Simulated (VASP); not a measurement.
# H14CO7 in VASP: a series of runs

Runs on H14CO7. Level: PBE+D3(BJ). Tasks: single point.

Program: VASP 6.6.1. These are calculated values, not measurements. Logs are shortened: lines on timing, memory, paths and dates and some standing lists are left out, and cuts for length are marked.

### Step 1. The cell of the first run

The cell holds a disordered packing, 22 atoms: a = 6.008 Å, b = 6.008 Å, c = 6.008 Å, α = 90.00°, β = 90.00°, γ = 90.00°.

### Step 2. Single point, PBE+D3(BJ)

INCAR

```
PREC = Accurate
ENCUT = 520
EDIFF = 1E-6
ISMEAR = -1
SIGMA = 0.02
LREAL = Auto
LASPH = T
NELM = 100
ALGO = Normal
ISIF = 2
LWAVE = F
LCHARG = F
GGA = PE
IVDW = 12
NBANDS = 47
```

KPOINTS

```
Automatic mesh
0
Gamma
  1 1 1
```

POSCAR

```
H14CO7
1.0
    6.0083220000      0.0000000000      0.0000000000
    0.0000000000      6.0083220000      0.0000000000
    0.0000000000      0.0000000000      6.0083220000
O H C
7 14 1
Direct
    0.2901642089      0.7654383370      0.5794629516
    0.5131216336      0.9538936162      1.0481628648
    0.0826686719      0.9929228161      0.2285496683
    0.8011221769      1.0189866655      0.6609832163
    0.4322504686      0.5006555907      0.9488838980
    0.5349080825      0.3217703712      0.3745138826
    0.9188921632      0.5727389444      0.1335481021
    0.3397454397      0.8819933419      0.6878792448
    0.3346857908      0.6306086791      0.6641954276
    0.5994685371      0.9882293259      0.9085065681
    0.3483335281      0.9898770405      1.0695831548
    0.1386743254      0.9338380999      0.3650603280
   -0.0071567403      0.8829919568      0.1381916615
    0.7396074977      1.1629370064      0.6115517777
    0.7968281327      0.9507646228      0.5167166473
    0.4398565856      0.6529610097      1.0012446071
    0.5877680990      0.4367442357      0.9211556904
    0.5284337291      0.4321006764      0.2546468049
    0.5090439560      0.1915343419      0.2811766746
    1.0272418822      0.2930934793      0.2970712954
    0.9622653380      0.5495877218      0.4639731359
    0.9778603743      0.4626250058      0.2986690793
```

Potentials or basis: VASP PAW PBE potentials, release 64 (O, H, C).

Started as:

```sh
cat potpaw_PBE.64/O/POTCAR potpaw_PBE.64/H/POTCAR potpaw_PBE.64/C/POTCAR > POTCAR
mpirun -np 1 vasp_gam > vasp.out
```

OUTCAR:

```text
PREC = Accurate
   ENCUT = 520
   EDIFF = 1E-6
   ISMEAR = -1
   LREAL = Auto
   LASPH = T
   NELM = 100
   ISIF = 2
   GGA = PE
   IVDW = 12
 IVDW          = 12

 ion  position               nearest neighbor table
   1  0.290  0.765  0.579-   9 0.99   8 1.00
   2  0.513  0.954  0.048-  10 1.01  11 1.02
   3  0.083  0.993  0.229-  12 0.95  13 1.01
   4  0.801  0.019  0.661-  15 0.96  14 0.99
   5  0.432  0.501  0.949-  16 0.97  17 1.02
   6  0.535  0.322  0.375-  19 0.98  18 0.98
   7  0.919  0.573  0.134-  22 1.24
   8  0.340  0.882  0.688-   1 1.00
   9  0.335  0.631  0.664-   1 0.99
  10  0.599  0.988  0.909-   2 1.01
  11  0.348  0.990  0.070-   2 1.02
  12  0.139  0.934  0.365-   3 0.95
  13  0.993  0.883  0.138-   3 1.01
  14  0.740  0.163  0.612-   4 0.99
  15  0.797  0.951  0.517-   4 0.96
  16  0.440  0.653  0.001-   5 0.97
  17  0.588  0.437  0.921-   5 1.02
  18  0.528  0.432  0.255-   6 0.98
  19  0.509  0.192  0.281-   6 0.98
  20  0.027  0.293  0.297-  22 1.06
  21  0.962  0.550  0.464-  22 1.13
  22  0.978  0.463  0.299-  20 1.06  21 1.13   7 1.24

  LATTYP: Found a simple cubic cell.
 ALAT       =     6.0083220000

  Lattice vectors:

 A1 = (   6.0083220000,   0.0000000000,   0.0000000000)
 A2 = (   0.0000000000,   6.0083220000,   0.0000000000)
 A3 = (   0.0000000000,   0.0000000000,   6.0083220000)

Analysis of symmetry for initial positions (statically):
=====================================================================
 Subroutine PRICEL returns:
 Original cell was already a primitive cell.

 Routine SETGRP: Setting up the symmetry group for a
 simple cubic supercell.

 Subroutine GETGRP returns: Found  1 space group operations
 (whereof  1 operations were pure point group operations)
 out of a pool of 48 trial point group operations.

The static configuration has the point symmetry C_1 .

Analysis of symmetry for dynamics (positions and initial velocities):
=====================================================================
 Subroutine PRICEL returns:
 Original cell was already a primitive cell.

 Routine SETGRP: Setting up the symmetry group for a
 simple cubic supercell.

 Subroutine GETGRP returns: Found  1 space group operations
 (whereof  1 operations were pure point group operations)
 out of a pool of 48 trial point group operations.

The dynamic configuration has the point symmetry C_1 .

 Subroutine INISYM returns: Found  1 space group operations
 (whereof  1 operations are pure point group operations),
 and found     1 'primitive' translations

----------------------------------------------------------------------------------------

                                     Primitive cell

  volume of cell :     216.9000

  direct lattice vectors                    reciprocal lattice vectors
     6.008322000  0.000000000  0.000000000     0.166435820  0.000000000  0.000000000
     0.000000000  6.008322000  0.000000000     0.000000000  0.166435820  0.000000000
     0.000000000  0.000000000  6.008322000     0.000000000  0.000000000  0.166435820

  length of vectors
     6.008322000  6.008322000  6.008322000     0.166435820  0.166435820  0.166435820

  position of ions in fractional coordinates (direct lattice)
     0.290164209  0.765438337  0.579462952
     0.513121634  0.953893616  0.048162865
     0.082668672  0.992922816  0.228549668
     0.801122177  0.018986666  0.660983216
     0.432250469  0.500655591  0.948883898
     0.534908083  0.321770371  0.374513883
[... 14 lines left out ...]
     0.962265338  0.549587722  0.463973136
     0.977860374  0.462625006  0.298669079

  ion indices of the primitive-cell ions
   primitive index   ion index
                 1           1
                 2           2
                 3           3
                 4           4
                 5           5
                 6           6
[... 14 lines left out ...]
                21          21
                22          22

----------------------------------------------------------------------------------------

 KPOINTS: Automatic mesh

Automatic generation of k-mesh.
 Grid dimensions read from file:
 generate k-points for:    1    1    1

 Generating k-lattice:

  Cartesian coordinates                     Fractional coordinates (reciprocal lattice)
     0.166435820  0.000000000  0.000000000     1.000000000  0.000000000  0.000000000
     0.000000000  0.166435820  0.000000000     0.000000000  1.000000000  0.000000000
     0.000000000  0.000000000  0.166435820     0.000000000  0.000000000  1.000000000

  Length of vectors
     0.166435820  0.166435820  0.166435820

  Shift w.r.t. Gamma in fractional coordinates (k-lattice)
     0.000000000  0.000000000  0.000000000

 Subroutine IBZKPT returns following result:
 ===========================================

 Found      1 irreducible k-points:

 Following reciprocal coordinates:
            Coordinates               Weight
  0.000000  0.000000  0.000000      1.000000
   k-points           NKPTS =      1   k-points in BZ     NKDIM =      1   number of bands    NBANDS=     47
   number of dos      NEDOS =    301   number of ions     NIONS =     22
   total plane-waves  NPLWV = 110592
   dimension x,y,z NGX =    48 NGY =   48 NGZ =   48
   dimension x,y,z NGXF=    96 NGYF=   96 NGZF=   96
   ions per type =               7  14   1
   NGX,Y,Z   is equivalent  to a cutoff of  13.28, 13.28, 13.28 a.u.
   NGXF,Y,Z  is equivalent  to a cutoff of  26.56, 26.56, 26.56 a.u.
 SYSTEM =  unknown system
   PREC   = accura    normal or accurate (medium, high low for compatibility)
   ISTART =      0    job   : 0-new  1-cont  2-samecut
   ICHARG =      2    charge: 1-file 2-atom 10-const
   ISPIN  =      1    spin polarized calculation?
   LNONCOLLINEAR =      F non collinear calculations
   LSORBIT =      F    spin-orbit coupling
   LASPH  =      T    aspherical Exc in radial PAW
   ENCUT  =  520.0 eV  38.22 Ry    6.18 a.u.  11.17 11.17 11.17*2*pi/ulx,y,z
   NELM   =    100;   NELMIN=  2; NELMDL= -5     # of ELM steps
   EDIFF  = 0.1E-05   stopping-criterion for ELM
   LREAL  =      T    real-space projection
   EDIFFG = 0.1E-04   stopping-criterion for IOM
   NSW    =      0    number of steps for IOM
   IBRION =     -1    ionic relax: 0-MD 1-quasi-New 2-CG
   NFREE  =      0    steps in history (QN), initial steepest desc. (CG)
   ISIF   =      2    stress and relaxation
   ISYM   =      2    0-nonsym 1-usesym 2-fastsym
   POTIM  = 0.5000    time-step for ionic-motion
   TEBEG  =    0.0;   TEEND  =   0.0 temperature during run
   PSTRESS=    0.0 pullay stress
   NELECT =      60.0000    total number of electrons
   NUPDOWN=      -1.0000    fix difference up-down
   EMIN   =  10.00;   EMAX   =-10.00  energy-range for DOS
   EFERMI =   0.00;   METHOD = LEGACY
   ISMEAR =    -1;   SIGMA  =   0.02  broadening in eV -4-tet -1-fermi 0-gaus
   EFERMI_NEDOS =   21; number of points for ismear=-14 and -15
   IALGO  =     38    algorithm
   IMIX   =      4    mixing-type and parameters
     AMIX     =   0.40;   BMIX     =  1.00
     AMIX_MAG =   1.60;   BMIX_MAG =  1.00
  volume/ion in A,a.u.               =       9.86        66.53
  Fermi-wavevector in a.u.,A,eV,Ry     =   1.066691  2.015754 15.481119  1.137830
  Thomas-Fermi vector in A             =   2.202284
   LORBIT       =      0    0 simple, 1 ext, 2 COOP (PROOUT), +10 PAW based schemes
   GGA     = PE    functional components
   LHFCALC =     F    Hartree Fock is set to
   AEXX    =    0.0000 exact exchange contribution
   IVDW    =    12    specifies the selected vdW correction
   LEPSILON=     F    determine dielectric tensor
   LRPA    =     F    only Hartree local field effects (RPA)
 non-spin polarized calculation
  energy-cutoff  :      520.00
  volume of cell :      216.90
 maximum number of plane-waves:      2872
 NGX is ok and might be reduce to    48
   NGX = 23   NGY = 23   NGZ = 23

 number of electron      59.9999995 magnetization

 Free energy of the ion-electron system (eV)
  ---------------------------------------------------
  ext. energy  EPLUGINS =         0.00000000
  ---------------------------------------------------
  free energy    TOTEN  =      -108.78692747 eV

  energy without entropy =     -108.78692747  energy(sigma->0) =     -108.78692747

 E-fermi :  -2.1070     XC(G=0):  -7.0770

 val. band max:       -2.6866817268   @ k =   0.0000   0.0000   0.0000
 cond. band min:       1.0281631941   @ k =   0.0000   0.0000   0.0000
 fundamental gap:      3.7148449209
 Fermi energy:        -2.1070247845

 k-point     1 :       0.0000    0.0000    0.0000
  band No.  band energies     occupation
      1     -22.7782      2.00000
      2     -22.3612      2.00000
      3     -22.0623      2.00000
      4     -21.8119      2.00000
      5     -21.6608      2.00000
      6     -21.4673      2.00000
[... 34 lines left out ...]
     41       7.3999      0.00000
     42       7.7871      0.00000
 [bands above 42 left out]

------------------------ aborting loop because EDIFF is reached ----------------------------------------

 Edisp (eV)   -0.84561

 E8    (eV) :    -0.1797

  FORCE on cell =-STRESS in cart. coord.  units (eV):
  Direction    XX          YY          ZZ          XY          YZ          ZX
  --------------------------------------------------------------------------------------
  -------------------------------------------------------------------------------------
  Total      -5.30778     4.15401    -2.44097     0.74102    -0.09762     0.90558
  in kB     -39.20700    30.68447   -18.03076     5.47371    -0.72112     6.68924
  external pressure =       -8.85 kB  Pullay stress =        0.00 kB

 VOLUME and BASIS-vectors are now :
 -----------------------------------------------------------------------------
  energy-cutoff  :      520.00
  volume of cell :      216.90
      direct lattice vectors                 reciprocal lattice vectors
     6.008322000  0.000000000  0.000000000     0.166435820  0.000000000  0.000000000
     0.000000000  6.008322000  0.000000000     0.000000000  0.166435820  0.000000000
     0.000000000  0.000000000  6.008322000     0.000000000  0.000000000  0.166435820

 POSITION                                       TOTAL-FORCE (eV/Angst)
 -----------------------------------------------------------------------------------
      1.74340      4.59900      3.48160         0.657739      0.704648      1.148204
      3.08300      5.73130      0.28938        -0.270248     -0.183691      0.206950
      0.49670      5.96580      1.37320        -0.623840      0.629970     -2.326706
      4.81340      0.11408      3.97140        -0.532524      1.096426      0.482057
      2.59710      3.00810      5.70120         1.116646     -1.871301     -0.842030
      3.21390      1.93330      2.25020         0.086477     -0.052317      0.163173
[... 14 lines left out ...]
      5.78160      3.30210      2.78770         0.366118     -0.329741     -0.071419
      5.87530      2.77960      1.79450        -1.712570      2.820659      0.110962
 -----------------------------------------------------------------------------------
    total drift:                               -0.005107     -0.002725      0.000909

  FREE ENERGIE OF THE ION-ELECTRON SYSTEM (eV)
  ---------------------------------------------------
  free  energy   TOTEN  =      -109.6325350800 eV

  energy  without entropy=     -109.6325350800  energy(sigma->0) =     -109.63253508
```

It took 50 s on 1 thread of Intel Xeon 8259CL, shared host; peak memory 0.31 GiB.

Results:

```yaml
Free_energy: -109.6325 eV
Pressure: -0.9 GPa
Largest_force: 3.302 eV/Å
Dispersion_energy_per_atom: -0.038 eV
```

Forces on the atoms (eV/Å):
```
O    0.658  0.705  1.148
O   -0.270 -0.184  0.207
O   -0.624  0.630 -2.327
O   -0.533  1.096  0.482
O    1.117 -1.871 -0.842
O    0.086 -0.052  0.163
O    0.697 -0.746  0.263
H   -0.429 -0.638 -0.894
H   -0.227  0.065 -0.302
H   -1.057 -0.009  0.590
H    1.096  0.113 -0.726
H    0.300 -1.323  0.867
H    0.679  0.089  1.284
H    0.085  0.160  0.282
H    0.147 -0.991 -0.599
H    0.850  0.688  0.143
H   -1.684  1.481  0.372
H   -0.117  0.411  0.254
H    0.117 -0.696  0.031
H    0.454 -1.420 -0.435
H    0.366 -0.330 -0.071
C   -1.713  2.821  0.111
```

Stress tensor (GPa, compression positive):
```
-3.92  0.55  0.67
 0.55  3.07 -0.07
 0.67 -0.07 -1.80
```

Caveat: the k points lie up to 1.05 Å⁻¹ apart.

[end of part 1 of 2]
